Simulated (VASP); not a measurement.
# Al2CrN3 (P3m1) in VASP: single point with PBE

Aim: the single point of Al2CrN3 with PBE.

Program: VASP 6.6.1. These are calculated values, not measurements. Logs are shortened: lines on timing, memory, paths and dates and some standing lists are left out, and cuts for length are marked.

### Step 1. The cell of the first run

It takes space group P3m1 (No. 156, trigonal). The conventional cell has a = 3.109 Å, b = 3.109 Å, c = 7.695 Å, α = 90.00°, β = 90.00°, γ = 120.00°. Within 2.5 Å of Al (site symmetry 3m) lie 4 N at 1.90 to 1.94 Å. Within 2.5 Å of Al (site symmetry 3m) lie 4 N at 1.89 to 1.93 Å. Within 2.5 Å of Cr (site symmetry 3m) lie 4 N at 1.92 to 1.96 Å. N (site symmetry 3m) has 4 Al at 1.90 to 1.93 Å within 2.5 Å. Within 2.5 Å of N (site symmetry 3m) lie 3 Al at 1.89 Å and 1 Cr at 1.96 Å. N (site symmetry 3m) has 3 Cr at 1.92 Å and 1 Al at 1.94 Å within 2.5 Å.

### Step 2. Single point, PBE, collinear spin, ferromagnetic start

Input file INCAR:

```
PREC     = Accurate       # precision mode
ENCUT    = 600            # plane-wave cutoff, eV
EDIFF    = 1E-6           # SCF threshold, eV
ISMEAR   = 0              # smearing method
SIGMA    = 0.1            # smearing width, eV
LREAL    = False          # projectors in reciprocal space
LASPH    = True           # aspherical terms in the spheres
NELM     = 200            # most SCF steps
ALGO     = Normal         # electronic algorithm
ISIF     = 2              # what is computed and relaxed
LWAVE    = False          # write WAVECAR
LCHARG   = False          # write CHGCAR
ISPIN    = 2              # spin polarisation
MAGMOM   = 0 0 3 0 0 0    # initial moments
LORBIT   = 11             # projections on sites
LMAXMIX  = 4              # l up to which the mixer works
GGA      = PE             # functional
NBANDS   = 30             # bands
GGA_COMPAT= False
```

Input file KPOINTS:

```
Automatic mesh
0
Gamma
  6 6 2
```

Input file POSCAR:

```
Al2CrN3
1.0
    3.1087988642      0.0000000000      0.0000000000
   -1.5543994321      2.6922987916      0.0000000000
    0.0000000000      0.0000000000      7.6952721534
Al Cr N
2 1 3
Direct
    0.0000000000      0.0000000000     -0.0044577770
    0.3333333333      0.6666666667      0.6655384768
    0.6666666667      0.3333333333      0.3349081636
    0.3333333333      0.6666666667      0.9160204118
    0.6666666667      0.3333333333      0.5902222967
    0.0000000000      0.0000000000      0.2477684281
```

Potentials or basis: VASP PAW PBE potentials, release 64 (Al, Cr_sv, N).

Launch:

```bash
cat potpaw_PBE.64/Al/POTCAR potpaw_PBE.64/Cr_sv/POTCAR potpaw_PBE.64/N/POTCAR > POTCAR
mpirun -np 1 vasp_std > vasp.out
```

OUTCAR:

```text
PREC = Accurate
   ENCUT = 600
   EDIFF = 1E-6
   ISMEAR = 0
   LREAL = False
   LASPH = True
   NELM = 200
   ISIF = 2
   ISPIN = 2
   LORBIT = 11
   GGA = PE

 ion  position               nearest neighbor table
   1  0.000  0.000  0.996-   4 1.90   4 1.90   4 1.90   6 1.94   2 3.11   2 3.11   2 3.11
   2  0.333  0.667  0.666-   5 1.89   5 1.89   5 1.89   4 1.93   1 3.11   1 3.11   1 3.11
   3  0.667  0.333  0.335-   6 1.92   6 1.92   6 1.92   5 1.96
   4  0.333  0.667  0.916-   1 1.90   1 1.90   1 1.90   2 1.93
   5  0.667  0.333  0.590-   2 1.89   2 1.89   2 1.89   3 1.96
   6  0.000  0.000  0.248-   3 1.92   3 1.92   3 1.92   1 1.94

  LATTYP: Found a hexagonal cell.
 ALAT       =     3.1087988642
 C/A-ratio  =     2.4753200479

  Lattice vectors:

 A1 = (   3.1087988642,   0.0000000000,   0.0000000000)
 A2 = (  -1.5543994321,   2.6922987916,   0.0000000000)
 A3 = (   0.0000000000,   0.0000000000,   7.6952721534)

Analysis of symmetry for initial positions (statically):
=====================================================================
 Subroutine PRICEL returns:
 Original cell was already a primitive cell.

 Routine SETGRP: Setting up the symmetry group for a
 hexagonal supercell.

 Subroutine GETGRP returns: Found  6 space group operations
 (whereof  6 operations were pure point group operations)
 out of a pool of 24 trial point group operations.

The static configuration has the point symmetry C_3v.

Analysis of symmetry for dynamics (positions and initial velocities):
=====================================================================
 Subroutine PRICEL returns:
 Original cell was already a primitive cell.

 Routine SETGRP: Setting up the symmetry group for a
 hexagonal supercell.

 Subroutine GETGRP returns: Found  6 space group operations
 (whereof  6 operations were pure point group operations)
 out of a pool of 24 trial point group operations.

The dynamic configuration has the point symmetry C_3v.

Analysis of structural, dynamic, and magnetic symmetry:
=====================================================================
 Subroutine PRICEL returns:
 Original cell was already a primitive cell.

 Routine SETGRP: Setting up the symmetry group for a
 hexagonal supercell.

 Subroutine GETGRP returns: Found  6 space group operations
 (whereof  6 operations were pure point group operations)
 out of a pool of 24 trial point group operations.

The overall configuration has the point symmetry C_3v.

 Subroutine INISYM returns: Found  6 space group operations
 (whereof  6 operations are pure point group operations),
 and found     1 'primitive' translations

----------------------------------------------------------------------------------------

                                     Primitive cell

  volume of cell :      64.4080

  direct lattice vectors                    reciprocal lattice vectors
     3.108798864  0.000000000  0.000000000     0.321667642  0.185714900  0.000000000
    -1.554399432  2.692298792  0.000000000     0.000000000  0.371429799  0.000000000
     0.000000000  0.000000000  7.695272153     0.000000000  0.000000000  0.129949920

  length of vectors
     3.108798864  3.108798864  7.695272153     0.371429799  0.371429799  0.129949920

  position of ions in fractional coordinates (direct lattice)
     0.000000000  0.000000000  0.995542223
     0.333333333  0.666666667  0.665538477
     0.666666667  0.333333333  0.334908164
     0.333333333  0.666666667  0.916020412
     0.666666667  0.333333333  0.590222297
     0.000000000  0.000000000  0.247768428

  ion indices of the primitive-cell ions
   primitive index   ion index
                 1           1
                 2           2
                 3           3
                 4           4
                 5           5
                 6           6

----------------------------------------------------------------------------------------

 KPOINTS: Automatic mesh

Automatic generation of k-mesh.
 Grid dimensions read from file:
 generate k-points for:    6    6    2

 Generating k-lattice:

  Cartesian coordinates                     Fractional coordinates (reciprocal lattice)
     0.053611274  0.030952483  0.000000000     0.166666667  0.000000000  0.000000000
     0.000000000  0.061904967  0.000000000     0.000000000  0.166666667  0.000000000
     0.000000000  0.000000000  0.064974960     0.000000000  0.000000000  0.500000000

  Length of vectors
     0.061904967  0.061904967  0.064974960

  Shift w.r.t. Gamma in fractional coordinates (k-lattice)
     0.000000000  0.000000000  0.000000000

 Subroutine IBZKPT returns following result:
 ===========================================

 Found     14 irreducible k-points:

 Following reciprocal coordinates:
            Coordinates               Weight
  0.000000  0.000000  0.000000      1.000000
  0.166667 -0.000000  0.000000      6.000000
  0.333333 -0.000000  0.000000      6.000000
  0.500000 -0.000000  0.000000      3.000000
  0.166667  0.166667  0.000000      6.000000
  0.333333  0.166667  0.000000     12.000000
  0.333333  0.333333  0.000000      2.000000
  0.000000  0.000000  0.500000      1.000000
  0.166667 -0.000000  0.500000      6.000000
  0.333333 -0.000000  0.500000      6.000000
  0.500000 -0.000000  0.500000      3.000000
  0.166667  0.166667  0.500000      6.000000
  0.333333  0.166667  0.500000     12.000000
  0.333333  0.333333  0.500000      2.000000
   k-points           NKPTS =     14   k-points in BZ     NKDIM =     14   number of bands    NBANDS=     30
   number of dos      NEDOS =    301   number of ions     NIONS =      6
   total plane-waves  NPLWV =  50176
   dimension x,y,z NGX =    28 NGY =   28 NGZ =   64
   dimension x,y,z NGXF=    56 NGYF=   56 NGZF=  128
   ions per type =               2   1   3
   NGX,Y,Z   is equivalent  to a cutoff of  14.97, 14.97, 13.83 a.u.
   NGXF,Y,Z  is equivalent  to a cutoff of  29.95, 29.95, 27.65 a.u.
 SYSTEM =  unknown system
   PREC   = accura    normal or accurate (medium, high low for compatibility)
   ISTART =      0    job   : 0-new  1-cont  2-samecut
   ICHARG =      2    charge: 1-file 2-atom 10-const
   ISPIN  =      2    spin polarized calculation?
   LNONCOLLINEAR =      F non collinear calculations
   LSORBIT =      F    spin-orbit coupling
   LASPH  =      T    aspherical Exc in radial PAW
   ENCUT  =  600.0 eV  44.10 Ry    6.64 a.u.   6.21  6.21 15.37*2*pi/ulx,y,z
   NELM   =    200;   NELMIN=  2; NELMDL= -5     # of ELM steps
   EDIFF  = 0.1E-05   stopping-criterion for ELM
   LREAL  =      F    real-space projection
   EDIFFG = 0.1E-04   stopping-criterion for IOM
   NSW    =      0    number of steps for IOM
   IBRION =     -1    ionic relax: 0-MD 1-quasi-New 2-CG
   NFREE  =      0    steps in history (QN), initial steepest desc. (CG)
   ISIF   =      2    stress and relaxation
   ISYM   =      2    0-nonsym 1-usesym 2-fastsym
   POTIM  = 0.5000    time-step for ionic-motion
   TEBEG  =    0.0;   TEEND  =   0.0 temperature during run
   PSTRESS=    0.0 pullay stress
   NELECT =      35.0000    total number of electrons
   NUPDOWN=      -1.0000    fix difference up-down
   EMIN   =  10.00;   EMAX   =-10.00  energy-range for DOS
   EFERMI =   0.00;   METHOD = LEGACY
   ISMEAR =     0;   SIGMA  =   0.10  broadening in eV -4-tet -1-fermi 0-gaus
   EFERMI_NEDOS =   21; number of points for ismear=-14 and -15
   IALGO  =     38    algorithm
   IMIX   =      4    mixing-type and parameters
     AMIX     =   0.40;   BMIX     =  1.00
     AMIX_MAG =   1.60;   BMIX_MAG =  1.00
  volume/ion in A,a.u.               =      10.73        72.44
  Fermi-wavevector in a.u.,A,eV,Ry     =   1.335932  2.524545 24.282498  1.784713
  Thomas-Fermi vector in A             =   2.464598
   LORBIT       =     11    0 simple, 1 ext, 2 COOP (PROOUT), +10 PAW based schemes
   GGA     = PE    functional components
   LHFCALC =     F    Hartree Fock is set to
   AEXX    =    0.0000 exact exchange contribution
   IVDW    =     0    specifies the selected vdW correction
   LEPSILON=     F    determine dielectric tensor
   LRPA    =     F    only Hartree local field effects (RPA)
 spin polarized calculation
 Gauss-broadening in eV      SIGMA  =   0.10
  energy-cutoff  :      600.00
  volume of cell :       64.41
 maximum number of plane-waves:      2160
 NGX is ok and might be reduce to    28
   NGX = 13   NGY = 13   NGZ = 31

 number of electron      34.9999994 magnetization       1.9393303

 Free energy of the ion-electron system (eV)
  ---------------------------------------------------
  ext. energy  EPLUGINS =         0.00000000
  ---------------------------------------------------
  free energy    TOTEN  =       -48.01195178 eV

  energy without entropy =      -48.00745053  energy(sigma->0) =      -48.00970116

 E-fermi :   8.6201     XC(G=0): -11.2422

 val. band max:        8.6183913333   @ k =   0.5000  -0.0000   0.5000
 cond. band min:       8.7003452836   @ k =   0.3333   0.3333   0.0000
 fundamental gap:      0.0819539503
 Fermi energy:         8.6201004829

 spin component 1

 k-point     1 :       0.0000    0.0000    0.0000
  band No.  band energies     occupation
      1     -64.4679      1.00000
      2     -35.9567      1.00000
      3     -35.6964      1.00000
      4     -35.6964      1.00000
      5      -8.4589      1.00000
      6      -7.2677      1.00000
[... 21 lines left out ...]
     28      17.8174      0.00000
     29      18.6942      0.00000
[... 385 lines left out ...]
 k-point    14 :       0.3333    0.3333    0.5000
  band No.  band energies     occupation
      1     -64.4552      1.00000
      2     -35.9398      1.00000
      3     -35.7886      1.00000
      4     -35.7680      1.00000
      5      -6.3473      1.00000
      6      -6.2112      1.00000
[... 21 lines left out ...]
     28      18.0213      0.00000
     29      18.8367      0.00000
 Fermi energy:         8.6201004829

 spin component 2

 k-point     1 :       0.0000    0.0000    0.0000
  band No.  band energies     occupation
      1     -62.4611      1.00000
      2     -33.9757      1.00000
      3     -33.7321      1.00000
      4     -33.7321      1.00000
      5      -8.4461      1.00000
      6      -7.2569      1.00000
[... 21 lines left out ...]
     28      17.8407      0.00000
     29      18.7589      0.00000
[... 385 lines left out ...]
 k-point    14 :       0.3333    0.3333    0.5000
  band No.  band energies     occupation
      1     -62.4471      1.00000
      2     -33.9564      1.00000
      3     -33.8372      1.00000
      4     -33.8119      1.00000
      5      -6.3848      1.00000
      6      -6.2099      1.00000
[... 21 lines left out ...]
     28      18.1591      0.00000
     29      18.8937      0.00000
 [bands above 29 left out]

------------------------ aborting loop because EDIFF is reached ----------------------------------------

  FORCE on cell =-STRESS in cart. coord.  units (eV):
  Direction    XX          YY          ZZ          XY          YZ          ZX
  --------------------------------------------------------------------------------------
  -------------------------------------------------------------------------------------
  Total       -0.4906996     -0.4906996     -0.4616820      0.0000000     -0.0000000      0.0000000
  in kB      -12.2063680    -12.2063680    -11.4845411      0.0000000     -0.0000000      0.0000000
  external PRESSURE =     -11.9657590 kB  Pullay stress =       0.0000000 kB

 VOLUME and BASIS-vectors are now :
 -----------------------------------------------------------------------------
  energy-cutoff  :      600.00
  volume of cell :       64.41
      direct lattice vectors                 reciprocal lattice vectors
     3.108798864  0.000000000  0.000000000     0.321667642  0.185714900  0.000000000
    -1.554399432  2.692298792  0.000000000     0.000000000  0.371429799  0.000000000
     0.000000000  0.000000000  7.695272153     0.000000000  0.000000000  0.129949920

 POSITION                                       TOTAL-FORCE (eV/Angst)
 -----------------------------------------------------------------------------------
      0.00000      0.00000      7.66097         0.000000      0.000000     -0.006030
     -0.00000      1.79487      5.12150         0.000000      0.000000     -0.013959
      1.55440      0.89743      2.57721         0.000000     -0.000000     -0.010705
     -0.00000      1.79487      7.04903         0.000000      0.000000      0.007226
      1.55440      0.89743      4.54192         0.000000      0.000000      0.022502
      0.00000      0.00000      1.90665        -0.000000     -0.000000      0.000966
 -----------------------------------------------------------------------------------
    total drift:                               -0.000000     -0.000000     -0.001991

  FREE ENERGIE OF THE ION-ELECTRON SYSTEM (eV)
  ---------------------------------------------------
  free  energy   TOTEN  =       -48.0119517826 eV

  energy  without entropy=      -48.0074505336  energy(sigma->0) =      -48.00970116

 total charge

# of ion       s       p       d       tot
------------------------------------------
    1        0.364   0.429   0.000   0.793
    2        0.367   0.436   0.000   0.803
    3        2.154   6.018   3.569  11.742
    4        1.221   2.610   0.000   3.831
    5        1.227   2.590   0.000   3.817
    6        1.251   2.494   0.000   3.746
--------------------------------------------------
tot          6.585  14.577   3.569  24.731

 magnetization (x)

# of ion       s       p       d       tot
------------------------------------------
    1        0.003   0.002   0.000   0.005
    2        0.004   0.005   0.000   0.008
    3        0.011   0.006   1.757   1.775
    4       -0.000   0.001   0.000   0.001
    5       -0.001   0.002   0.000   0.001
    6       -0.006  -0.071   0.000  -0.077
--------------------------------------------------
tot          0.010  -0.055   1.757   1.712
```

Wall time 2.2 min (1 thread of Intel Xeon Platinum 8488C (Sapphire Rapids), shared host); peak memory 0.27 GiB.

Results:

```
Free energy                                           : -48.0120 eV
Pressure                                              : -1.2 GPa
Largest force                                         : 0.023 eV/Å
Net moment                                            : 1.94 μB per cell
Site moments                                          : Al +0.01; Cr +1.77; N +0.00, -0.08 (each value once) μB
Valence electrons inside the program's atomic spheres : Al 0.79, 0.80; Cr 11.74; N 3.83, 3.82, 3.75
```

Forces on the atoms (eV/Å):
```
Al   0.000  0.000 -0.006
Al   0.000  0.000 -0.014
Cr   0.000  0.000 -0.011
N    0.000  0.000  0.007
N    0.000  0.000  0.023
N    0.000  0.000  0.001
```

Levels at points of the mesh, in eV from the Fermi level:
Spin up:
| k point | band 14 | band 15 | band 16 | band 17 | band 18 | band 19 | band 20 | band 21 | band 22 | band 23 |
| --- | --- | --- | --- | --- | --- | --- | --- | --- | --- | --- |
| (0.00, 0.00, 0.00) | -3.10 | -2.71 | -2.71 | -1.09 | -1.09 | 1.52 | 1.97 | 3.09 | 3.09 | 4.70 |
| (0.50, 0.00, 0.00) | -4.03 | -3.74 | -3.21 | -1.25 | -0.81 | -0.23 | 0.24 | 1.52 | 2.56 | 4.97 |
| (0.00, 0.00, 0.50) | -3.13 | -2.67 | -2.67 | -1.10 | -1.10 | 1.24 | 3.00 | 3.08 | 3.08 | 3.64 |
| (0.50, 0.00, 0.50) | -3.77 | -3.71 | -3.41 | -1.11 | -0.83 | -0.23 | 0.14 | 1.56 | 2.71 | 4.85 |
Spin down:
```csv
k point,band 12,band 13,band 14,band 15,band 16,band 17,band 18,band 19,band 20,band 21
"(0.00, 0.00, 0.00)",-3.37,-2.88,-2.88,-2.66,-2.66,1.21,1.21,1.76,2.49,3.88
"(0.50, 0.00, 0.00)",-4.23,-4.02,-3.97,-3.60,-3.16,-0.36,1.17,1.58,1.61,2.59
"(0.00, 0.00, 0.50)",-3.70,-2.92,-2.92,-2.61,-2.61,1.21,1.21,1.91,3.00,3.87
"(0.50, 0.00, 0.50)",-4.46,-4.36,-3.68,-3.49,-3.33,0.00,0.85,1.53,1.57,2.63
```

Caveat: the k points lie up to 0.41 Å⁻¹ apart; a cell with one magnetic atom can't hold antiferromagnetic order, which such compounds often take.
